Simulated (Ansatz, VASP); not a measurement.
## SnSe in VASP and in Ansatz

```xyz
2
Lattice="0.0000 3.0100 3.0100 3.0100 0.0000 3.0100 3.0100 3.0100 0.0000" Properties=species:S:1:pos:R:3 pbc="T T T"
Sn   -0.0707   -0.0707   -0.1000
Se    3.0100    3.0100    3.0100
```

Alike in both runs: task single point; functional LDA; k mesh 8 × 8 × 8; occupations gaussian, width 0.05 eV; no spin polarisation.

```csv
,VASP,Ansatz
version,VASP 6.6.1,Ansatz 0.2.0
potentials or method,"VASP PAW LDA potentials, release 64 (Sn_d, Se), cutoff 520 eV","scalar-relativistic, plane waves, PAW"
valence electrons in the cell,20,30
```

|  | VASP | Ansatz | Ansatz less VASP |
| --- | --- | --- | --- |
| gap on the k mesh at the Fermi level (eV) | 0.60 | 0.58 | -0.019 |
| least direct gap on the mesh (eV) | 0.60 | 0.58 | -0.019 |
| pressure (GPa) | -3.0 | -3.1 | -0.10 |
| traceless stress, the component that is largest in VASP (GPa) | 0.11 | 0.11 | +0.003 |
| rms of the force components (eV/Å) | 0.001 | 0.003 | +0.0019 |

LDA's correlation is that of Perdew and Zunger in VASP and of Perdew and Wang (1992) in Ansatz. Atom by atom the forces differ by 0.004 eV/Å (rms over components). VASP's potentials hold 20 valence electrons a cell and Ansatz's 30, so a difference there can come from the potentials and not from the codes.
